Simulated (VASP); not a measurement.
Set up this calculation in VASP 6.6.1, as the native input.

```yaml
Task: single point
Functional: PBEsol
Potentials_or_basis: VASP PAW PBE potentials, release 64 (In_d, P)
Cutoff: 520 eV
k_mesh: 6 × 6 × 6
Occupations: gaussian, width 0.1 eV
Spin: no spin polarisation
Dipole_correction: no
Further_INCAR_settings: ALGO = Normal; EDIFF = 1e-06; NBANDS = 38
```

The structure of InP3 lies in POSCAR:

```
InP3
1.0
    3.6701460554      2.1189598131      3.1583982752
   -3.6701460554      2.1189598131      3.1583982752
    0.0000000000     -4.2379196260      3.1583982752
In P
2 6
Direct
    0.2768024594      0.2768024594      0.2768024594
    0.7231975406      0.7231975406      0.7231975406
    0.7912467790      0.2385012605      0.7912467790
    0.7912467790      0.7912467790      0.2385012605
    0.2385012605      0.7912467790      0.7912467790
    0.2087532210      0.7614987395      0.2087532210
    0.7614987395      0.2087532210      0.2087532210
    0.2087532210      0.2087532210      0.7614987395
```

These files were run (other wordings do the same):

INCAR

```
SYSTEM = InP3
PREC     = Accurate       ! precision mode
ENCUT    = 520            ! plane-wave cutoff, eV
EDIFF    = 1E-6           ! SCF threshold, eV
ISMEAR   = 0              ! smearing method
SIGMA    = 0.1            ! smearing width, eV
LREAL    = .False.        ! projectors in reciprocal space
LASPH    = .True.         ! aspherical terms in the spheres
NELM     = 80             ! most SCF steps
ALGO     = Normal         ! electronic algorithm
ISIF     = 2              ! what is computed and relaxed
LWAVE    = .False.        ! write WAVECAR
LCHARG   = .False.        ! write CHGCAR
GGA      = PS             ! functional
NBANDS   = 38             ! bands
```

KPOINTS

```
Automatic mesh
0
Gamma
  6 6 6
  0 0 0
```

Potentials or basis: VASP PAW PBE potentials, release 64 (In_d, P).

The run is started by

```console
$ cat potpaw_PBE.64/In_d/POTCAR potpaw_PBE.64/P/POTCAR > POTCAR
$ mpirun -np 1 vasp_std > vasp.out
```

Results of the run:

```
Pressure               : 4.1 GPa
Largest force          : 0.027 eV/Å
Band gap on the k mesh : zero (bands 28 and 29 overlap by 0.38 eV)
```

Caveat: the cell stands under pressure; semilocal functionals underestimate gaps, and a narrow one can read as zero; the PAW data sets were made with another functional, which shifts forces and pressure a little; spin-orbit coupling is left out, which moves the levels of the heavy elements.

It took 73 s on 1 thread of Intel(R) Xeon(R) 6975P-C (Granite Rapids) (shared host), peak memory 0.32 GiB.
